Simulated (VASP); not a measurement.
# AlPt (P2_13) in VASP: a series of runs

The runs below take AlPt through single point, relaxation of cell and atoms, with LDA.

Everything below comes from runs of VASP 6.6.1. Logs are shortened: lines on timing, memory, paths and dates and some standing lists are left out, and cuts for length are marked.

### Step 1. The cell of the first run

Symmetry: P2_13, No. 198, cubic system. Conventional cell: a = 4.834 Å, b = 4.834 Å, c = 4.834 Å, α = 90.00°, β = 90.00°, γ = 90.00°. Al (site symmetry 3) has 7 Pt at 2.58 to 2.60 Å and 6 Al at 2.99 Å within 3.4 Å. Pt (site symmetry 3) has 7 Al at 2.58 to 2.60 Å and 6 Pt at 2.99 Å within 3.4 Å.

### Step 2. Single point, LDA

Input file INCAR:

```
SYSTEM = AlPt
  ALGO = Normal
  EDIFF = 1E-6
  ENCUT = 520
  ISIF = 2
  ISMEAR = 0
  LASPH = .TRUE.
  LCHARG = .TRUE.
  LELF = .TRUE.
  LREAL = .FALSE.
  LVHAR = .TRUE.
  LWAVE = .FALSE.
  NBANDS = 36
  NELM = 100
  PREC = Accurate
  SIGMA = 0.1
```

Input file KPOINTS:

```
k-points
0
G
  8 8 8
  0 0 0
```

Input file POSCAR:

```
AlPt
1.0
    4.8340039167      0.0000000000      0.0000000000
    0.0000000000      4.8340039167      0.0000000000
    0.0000000000      0.0000000000      4.8340039167
Al Pt
4 4
Direct
    0.8440555074      0.8440555074      0.8440555074
    0.6559444926      0.1559444926      0.3440555074
    0.3440555074      0.6559444926      0.1559444926
    0.1559444926      0.3440555074      0.6559444926
    0.1543368344      0.1543368344      0.1543368344
    0.3456631656      0.8456631656      0.6543368344
    0.6543368344      0.3456631656      0.8456631656
    0.8456631656      0.6543368344      0.3456631656
```

Potentials or basis: VASP PAW LDA potentials, release 64 (Al, Pt).

Launch:

```console
$ cat potpaw_LDA.64/Al/POTCAR potpaw_LDA.64/Pt/POTCAR > POTCAR
$ mpirun -np 1 vasp_std > vasp.out
```

OUTCAR:

```text
SYSTEM = AlPt
   EDIFF = 1E-6
   ENCUT = 520
   ISIF = 2
   ISMEAR = 0
   LASPH = .TRUE.
   LREAL = .FALSE.
   NELM = 100
   PREC = Accurate

 ion  position               nearest neighbor table
   1  0.844  0.844  0.844-   6 2.58   7 2.58   8 2.58   6 2.59   7 2.59   8 2.59   5 2.60   3 2.99
                             4 2.99   2 2.99   2 2.99   4 2.99   3 2.99
   2  0.656  0.156  0.344-   5 2.58   7 2.58   8 2.58   7 2.59   8 2.59   5 2.59   6 2.60   1 2.99
                             1 2.99   3 2.99   3 2.99   4 2.99   4 2.99
   3  0.344  0.656  0.156-   5 2.58   6 2.58   8 2.58   8 2.59   6 2.59   5 2.59   7 2.60   1 2.99
                             4 2.99   2 2.99   2 2.99   4 2.99   1 2.99
   4  0.156  0.344  0.656-   5 2.58   6 2.58   7 2.58   6 2.59   5 2.59   7 2.59   8 2.60   1 2.99
                             3 2.99   2 2.99   1 2.99   2 2.99   3 2.99
   5  0.154  0.154  0.154-   2 2.58   3 2.58   4 2.58   2 2.59   3 2.59   4 2.59   1 2.60   7 2.99
                             7 2.99   8 2.99   6 2.99   8 2.99   6 2.99
   6  0.346  0.846  0.654-   1 2.58   3 2.58   4 2.58   3 2.59   4 2.59   1 2.59   2 2.60   8 2.99
                             8 2.99   7 2.99   7 2.99   5 2.99   5 2.99
   7  0.654  0.346  0.846-   1 2.58   2 2.58   4 2.58   4 2.59   2 2.59   1 2.59   3 2.60   5 2.99
                             5 2.99   8 2.99   8 2.99   6 2.99   6 2.99
   8  0.846  0.654  0.346-   1 2.58   2 2.58   3 2.58   2 2.59   1 2.59   3 2.59   4 2.60   6 2.99
                             6 2.99   7 2.99   5 2.99   7 2.99   5 2.99

  LATTYP: Found a simple cubic cell.
 ALAT       =     4.8340039167

  Lattice vectors:

 A1 = (   4.8340039167,   0.0000000000,   0.0000000000)
 A2 = (   0.0000000000,   4.8340039167,   0.0000000000)
 A3 = (   0.0000000000,   0.0000000000,   4.8340039167)

Analysis of symmetry for initial positions (statically):
=====================================================================
 Subroutine PRICEL returns:
 Original cell was already a primitive cell.

 Routine SETGRP: Setting up the symmetry group for a
 simple cubic supercell.

 Subroutine GETGRP returns: Found 12 space group operations
 (whereof  3 operations were pure point group operations)
 out of a pool of 48 trial point group operations.

The static configuration has the point symmetry C_3 .
 The point group associated with its full space group is T   .

Analysis of symmetry for dynamics (positions and initial velocities):
=====================================================================
 Subroutine PRICEL returns:
 Original cell was already a primitive cell.

 Routine SETGRP: Setting up the symmetry group for a
 simple cubic supercell.

 Subroutine GETGRP returns: Found 12 space group operations
 (whereof  3 operations were pure point group operations)
 out of a pool of 48 trial point group operations.

The dynamic configuration has the point symmetry C_3 .
 The point group associated with its full space group is T   .

 Subroutine INISYM returns: Found 12 space group operations
 (whereof  3 operations are pure point group operations),
 and found     1 'primitive' translations

----------------------------------------------------------------------------------------

                                     Primitive cell

  volume of cell :     112.9590

  direct lattice vectors                    reciprocal lattice vectors
     4.834003917  0.000000000  0.000000000     0.206867851  0.000000000  0.000000000
     0.000000000  4.834003917  0.000000000     0.000000000  0.206867851  0.000000000
     0.000000000  0.000000000  4.834003917     0.000000000  0.000000000  0.206867851

  length of vectors
     4.834003917  4.834003917  4.834003917     0.206867851  0.206867851  0.206867851

  position of ions in fractional coordinates (direct lattice)
     0.844055507  0.844055507  0.844055507
     0.655944493  0.155944493  0.344055507
     0.344055507  0.655944493  0.155944493
     0.155944493  0.344055507  0.655944493
     0.154336834  0.154336834  0.154336834
     0.345663166  0.845663166  0.654336834
     0.654336834  0.345663166  0.845663166
     0.845663166  0.654336834  0.345663166

  ion indices of the primitive-cell ions
   primitive index   ion index
                 1           1
                 2           2
                 3           3
                 4           4
                 5           5
                 6           6
                 7           7
                 8           8

----------------------------------------------------------------------------------------

 KPOINTS: k-points

Automatic generation of k-mesh.
 Grid dimensions read from file:
 generate k-points for:    8    8    8

 Generating k-lattice:

  Cartesian coordinates                     Fractional coordinates (reciprocal lattice)
     0.025858481  0.000000000  0.000000000     0.125000000  0.000000000  0.000000000
     0.000000000  0.025858481  0.000000000     0.000000000  0.125000000  0.000000000
     0.000000000  0.000000000  0.025858481     0.000000000  0.000000000  0.125000000

  Length of vectors
     0.025858481  0.025858481  0.025858481

  Shift w.r.t. Gamma in fractional coordinates (k-lattice)
     0.000000000  0.000000000  0.000000000

 Subroutine IBZKPT returns following result:
 ===========================================

 Found     45 irreducible k-points:

 Following reciprocal coordinates:
            Coordinates               Weight
  0.000000  0.000000  0.000000      1.000000
  0.125000  0.000000  0.000000      6.000000
  0.250000  0.000000  0.000000      6.000000
  0.375000  0.000000  0.000000      6.000000
  0.500000  0.000000  0.000000      3.000000
  0.125000  0.125000  0.000000     12.000000
[... 16 lines left out ...]
  0.250000  0.125000  0.125000     24.000000
  0.375000  0.125000  0.125000     24.000000
 [... further k-points ...]
   k-points           NKPTS =     45   k-points in BZ     NKDIM =     45   number of bands    NBANDS=     36
   number of dos      NEDOS =    301   number of ions     NIONS =      8
   total plane-waves  NPLWV =  46656
   dimension x,y,z NGX =    36 NGY =   36 NGZ =   36
   dimension x,y,z NGXF=    72 NGYF=   72 NGZF=   72
   ions per type =               4   4
   NGX,Y,Z   is equivalent  to a cutoff of  12.38, 12.38, 12.38 a.u.
   NGXF,Y,Z  is equivalent  to a cutoff of  24.76, 24.76, 24.76 a.u.
 SYSTEM =  AlPt
   PREC   = accura    normal or accurate (medium, high low for compatibility)
   ISTART =      0    job   : 0-new  1-cont  2-samecut
   ICHARG =      2    charge: 1-file 2-atom 10-const
   ISPIN  =      1    spin polarized calculation?
   LNONCOLLINEAR =      F non collinear calculations
   LSORBIT =      F    spin-orbit coupling
   LASPH  =      T    aspherical Exc in radial PAW
   ENCUT  =  520.0 eV  38.22 Ry    6.18 a.u.   8.99  8.99  8.99*2*pi/ulx,y,z
   NELM   =    100;   NELMIN=  2; NELMDL= -5     # of ELM steps
   EDIFF  = 0.1E-05   stopping-criterion for ELM
   LREAL  =      F    real-space projection
   EDIFFG = 0.1E-04   stopping-criterion for IOM
   NSW    =      0    number of steps for IOM
   IBRION =     -1    ionic relax: 0-MD 1-quasi-New 2-CG
   NFREE  =      0    steps in history (QN), initial steepest desc. (CG)
   ISIF   =      2    stress and relaxation
   ISYM   =      2    0-nonsym 1-usesym 2-fastsym
   POTIM  = 0.5000    time-step for ionic-motion
   TEBEG  =    0.0;   TEEND  =   0.0 temperature during run
   PSTRESS=    0.0 pullay stress
   NELECT =      52.0000    total number of electrons
   NUPDOWN=      -1.0000    fix difference up-down
   EMIN   =  10.00;   EMAX   =-10.00  energy-range for DOS
   EFERMI =   0.00;   METHOD = LEGACY
   ISMEAR =     0;   SIGMA  =   0.10  broadening in eV -4-tet -1-fermi 0-gaus
   EFERMI_NEDOS =   21; number of points for ismear=-14 and -15
   IALGO  =     38    algorithm
   IMIX   =      4    mixing-type and parameters
     AMIX     =   0.40;   BMIX     =  1.00
     AMIX_MAG =   1.60;   BMIX_MAG =  1.00
  volume/ion in A,a.u.               =      14.12        95.29
  Fermi-wavevector in a.u.,A,eV,Ry     =   1.264064  2.388734 21.740164  1.597857
  Thomas-Fermi vector in A             =   2.397388
   LORBIT       =      0    0 simple, 1 ext, 2 COOP (PROOUT), +10 PAW based schemes
   GGA     = CA    functional components
   LHFCALC =     F    Hartree Fock is set to
   AEXX    =    0.0000 exact exchange contribution
   IVDW    =     0    specifies the selected vdW correction
   LEPSILON=     F    determine dielectric tensor
   LRPA    =     F    only Hartree local field effects (RPA)
 non-spin polarized calculation
 Gauss-broadening in eV      SIGMA  =   0.10
  energy-cutoff  :      520.00
  volume of cell :      112.96
 maximum number of plane-waves:      3112
   NGX = 17   NGY = 17   NGZ = 17

 number of electron      52.0000000 magnetization

 Free energy of the ion-electron system (eV)
  ---------------------------------------------------
  ext. energy  EPLUGINS =         0.00000000
  ---------------------------------------------------
  free energy    TOTEN  =       -55.38146326 eV

  energy without entropy =      -55.37321576  energy(sigma->0) =      -55.37733951

 E-fermi :  10.7575     XC(G=0): -12.4868

 val. band max:       10.7375640585   @ k =   0.3750   0.3750   0.0000
 cond. band min:      10.7752936594   @ k =   0.5000   0.3750   0.3750
 fundamental gap:      0.0377296009
 Fermi energy:        10.7575338139

 k-point     1 :       0.0000    0.0000    0.0000
  band No.  band energies     occupation
      1      -0.6708      2.00000
      2       3.6711      2.00000
      3       3.6711      2.00000
      4       3.6711      2.00000
      5       5.1419      2.00000
      6       5.1419      2.00000
[... 28 lines left out ...]
     35      16.0220      0.00000
     36      16.0220      0.00000

 k-point     2 :       0.1250    0.0000    0.0000
  band No.  band energies     occupation
      1      -0.5533      2.00000
      2       3.3745      2.00000
      3       3.6973      2.00000
      4       3.7905      2.00000
      5       4.9983      2.00000
      6       5.0809      2.00000
[... 28 lines left out ...]
     35      16.2085      0.00000
     36      16.6796      0.00000

 k-point     3 :       0.2500    0.0000    0.0000
  band No.  band energies     occupation
      1      -0.2059      2.00000
      2       2.7722      2.00000
      3       3.7529      2.00000
      4       3.8519      2.00000
      5       4.7569      2.00000
      6       4.9813      2.00000
[... 28 lines left out ...]
     35      16.3447      0.00000
     36      17.5552      0.00000

 k-point     4 :       0.3750    0.0000    0.0000
  band No.  band energies     occupation
      1       0.3548      2.00000
      2       1.9452      2.00000
      3       3.8038      2.00000
      4       3.8716      2.00000
      5       4.6517      2.00000
      6       4.8567      2.00000
[... 28 lines left out ...]
     35      16.5517      0.00000
     36      17.3806      0.00000

 k-point     5 :       0.5000    0.0000    0.0000
  band No.  band energies     occupation
      1       1.0944      2.00000
      2       1.0944      2.00000
      3       3.8461      2.00000
      4       3.8461      2.00000
      5       4.7124      2.00000
      6       4.7124      2.00000
[... 655 lines left out ...]
 k-point    22 :       0.1250    0.1250    0.1250
  band No.  band energies     occupation
      1      -0.3212      2.00000
      2       3.3558      2.00000
      3       3.4675      2.00000
      4       3.8019      2.00000
      5       4.8671      2.00000
      6       5.0357      2.00000
[... 28 lines left out ...]
     35      16.2412      0.00000
     36      16.3026      0.00000

 k-point    23 :       0.2500    0.1250    0.1250
  band No.  band energies     occupation
      1       0.0202      2.00000
      2       2.9060      2.00000
      3       3.5126      2.00000
      4       3.8651      2.00000
      5       4.6095      2.00000
      6       4.9805      2.00000
[... 28 lines left out ...]
     35      16.4261      0.00000
     36      16.9667      0.00000

 k-point    24 :       0.3750    0.1250    0.1250
  band No.  band energies     occupation
      1       0.5701      2.00000
      2       2.1184      2.00000
      3       3.6559      2.00000
      4       3.9405      2.00000
      5       4.4541      2.00000
      6       4.7665      2.00000
[... 28 lines left out ...]
     35      16.5043      0.00000
     36      17.6479      0.00000

 [... further k-points ...]
[... 5 lines left out ...]
  --------------------------------------------------------------------------------------
  -------------------------------------------------------------------------------------
  Total        0.4222203      0.4222203      0.4222203     -0.0000000      0.0000000     -0.0000000
  in kB        5.9886465      5.9886465      5.9886465     -0.0000000      0.0000000     -0.0000000
  external PRESSURE =       5.9886465 kB  Pullay stress =       0.0000000 kB

 VOLUME and BASIS-vectors are now :
 -----------------------------------------------------------------------------
  energy-cutoff  :      520.00
  volume of cell :      112.96
      direct lattice vectors                 reciprocal lattice vectors
     4.834003917  0.000000000  0.000000000     0.206867851  0.000000000  0.000000000
     0.000000000  4.834003917  0.000000000     0.000000000  0.206867851  0.000000000
     0.000000000  0.000000000  4.834003917     0.000000000  0.000000000  0.206867851

 POSITION                                       TOTAL-FORCE (eV/Angst)
 -----------------------------------------------------------------------------------
      4.08017      4.08017      4.08017         0.002711      0.002711      0.002711
      3.17084      0.75384      1.66317        -0.002711     -0.002711      0.002711
      1.66317      3.17084      0.75384         0.002711     -0.002711     -0.002711
      0.75384      1.66317      3.17084        -0.002711      0.002711     -0.002711
      0.74606      0.74606      0.74606        -0.003951     -0.003951     -0.003951
      1.67094      4.08794      3.16307         0.003951      0.003951     -0.003951
      3.16307      1.67094      4.08794        -0.003951      0.003951      0.003951
      4.08794      3.16307      1.67094         0.003951     -0.003951      0.003951
 -----------------------------------------------------------------------------------
    total drift:                               -0.000000     -0.000000      0.000000

  FREE ENERGIE OF THE ION-ELECTRON SYSTEM (eV)
  ---------------------------------------------------
  free  energy   TOTEN  =       -55.3814632635 eV

  energy  without entropy=      -55.3732157584  energy(sigma->0) =      -55.37733951
```

Wall time 67 s (1 thread of AMD EPYC 9R45 (Zen 5), shared host); peak memory 0.23 GiB.

What came out:

| Quantity | Value |
| --- | --- |
| Free energy | -55.3815 eV |
| Pressure | 0.6 GPa |
| Largest force | 0.007 eV/Å |
| Band gap on the k mesh | zero (band 26 reaches 11.12 eV, above the bottom of band 27 at 9.95 eV) |

Forces in eV/Å, atoms in the order of the input:
```
Al   0.003  0.003  0.003
Al  -0.003 -0.003  0.003
Al   0.003 -0.003 -0.003
Al  -0.003  0.003 -0.003
Pt  -0.004 -0.004 -0.004
Pt   0.004  0.004 -0.004
Pt  -0.004  0.004  0.004
Pt   0.004 -0.004  0.004
```

Levels at points of the mesh, in eV from the Fermi level:
```
           k point  band 22  band 23  band 24  band 25  band 26  band 27  band 28  band 29  band 30  band 31
(0.00, 0.00, 0.00)    -1.78    -1.78    -1.78    -0.20    -0.20    -0.20     4.29     4.29     4.29     4.47
(0.50, 0.00, 0.00)    -2.39    -1.54    -1.54    -0.70    -0.70     1.29     1.29     2.82     2.82     4.54
(0.50, 0.50, 0.00)    -2.47    -2.26    -2.26     0.37     0.37     1.35     1.35     2.89     2.89     3.33
(0.50, 0.50, 0.50)    -2.57    -2.57    -2.57    -0.81    -0.81    -0.81    -0.81     6.57     6.57     6.57
```

Caveat: spin-orbit coupling is left out, which moves the levels of the heavy elements.

[end of part 1 of 2]
